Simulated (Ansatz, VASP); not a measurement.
One calculation of NaCl, two programs

The input INCAR:

```
SYSTEM = NaCl
PREC = Accurate
ENCUT = 520
EDIFF = 1E-6
ISMEAR = 0
SIGMA = 0.1
LREAL = .False.
LASPH = .True.
NELM = 80
ALGO = Normal
ISIF = 2
LWAVE = .False.
LCHARG = .False.
GGA = PE
NBANDS = 14
```

File KPOINTS:

```
Automatic mesh
0
Gamma
  8 8 8
  0 0 0
```

Contents of POSCAR:

```
NaCl
1.0
   -2.5359118500      2.5359118500      1.3843249400
    2.5359118500     -2.5359118500      1.3843249400
    2.5359118500      2.5359118500     -1.3843249400
Na Cl
1 1
Direct
    0.0000000000      0.0000000000      0.0000000000
    0.2500000000      0.7500000000      0.5000000000
```

Input for Ansatz:

```yaml
crystal:
  lattice:
    - [-2.53591185, 2.53591185, 1.38432494]
    - [2.53591185, -2.53591185, 1.38432494]
    - [2.53591185, 2.53591185, -1.38432494]
  atoms:
    - { symbol: Na, position: [0.0, 0.0, 0.0] }
    - { symbol: Cl, position: [0.25, 0.75, 0.5] }
basis:
  ecutwfc: 420
kpoints:
  mp_grid: { grid: [8, 8, 8] }
hamiltonian:
  xc: pbe
scf:
  occupations: { method: gaussian, width: 0.1 }
  lower_state_search: "off"
output:
  forces: true
  stress: true
  eigenvalues: true
```

Alike in both runs: task single point; functional PBE; k mesh 8 × 8 × 8; occupations gaussian, width 0.1 eV; no spin polarisation.

```csv
,VASP,Ansatz
version,VASP 6.6.1,Ansatz 0.2.0
potentials or method,"VASP PAW PBE potentials, release 64 (Na_pv, Cl), cutoff 520 eV","scalar-relativistic, plane waves, PAW"
valence electrons in the cell,14,16
```

Ansatz gave:

```
gap on the k mesh at the Fermi level (eV)                     : 1.77
least direct gap on the mesh (eV)                             : 1.77
pressure (GPa)                                                : 13.8
traceless stress, the component that is largest in VASP (GPa) : 22.67
```

**Question.** What did VASP give for the same quantities?

**Answer.** gap on the k mesh at the Fermi level (eV): 1.78; least direct gap on the mesh (eV): 1.78; pressure (GPa): 13.8; traceless stress, the component that is largest in VASP (GPa): 22.60.

The functional is the same, so the differences come from potentials, cutoffs and numerics. VASP's potentials hold 14 valence electrons a cell and Ansatz's 16, so a difference there can come from the potentials and not from the codes.
